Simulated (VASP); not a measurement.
Wanted: the native input for a VASP 6.6.1 run.

* Task: single point
* Functional: PBE
* Potentials or basis: VASP PAW PBE potentials, release 64 (Li_sv, H)
* Cutoff: 520 eV
* k mesh: 10 × 10 × 10
* Occupations: gaussian, width 0.02 eV
* Spin: no spin polarisation
* Dipole correction: no
* Further INCAR settings: ALGO = Normal; EDIFF = 1e-06; NBANDS = 9

The structure of LiH lies in POSCAR:

```
LiH
1.0
    0.0000000000      2.0680686427      2.0680686427
    2.0680686427      0.0000000000      2.0680686427
    2.0680686427      2.0680686427      0.0000000000
Li H
1 1
Direct
    0.0000000000      0.0000000000      0.0000000000
    0.5000000000      0.5000000000      0.5000000000
```

This cell differs from its parent crystal: volume scaled by 1.10.

The input as run:

INCAR

```
PREC = Accurate ; ENCUT = 520
EDIFF = 1E-6 ; ISMEAR = 0
SIGMA = 0.02 ; LREAL = F
LASPH = T ; NELM = 100
ALGO = Normal ; ISIF = 2
LWAVE = F ; LCHARG = F
GGA = PE ; NBANDS = 9
```

KPOINTS

```
Automatic mesh
0
Gamma
  10 10 10
```

Potentials or basis: VASP PAW PBE potentials, release 64 (Li_sv, H).

Run with:

```bash
$ cat potpaw_PBE.64/Li_sv/POTCAR potpaw_PBE.64/H/POTCAR > POTCAR
$ mpirun -np 1 vasp_std > vasp.out
```

Results of the run:

The band gap on the k mesh is 3.04 eV, direct.

Run time: 2.8 s on 1 thread of Intel(R) Xeon(R) 6975P-C (Granite Rapids), with other jobs on the host, peak memory 0.13 GiB.
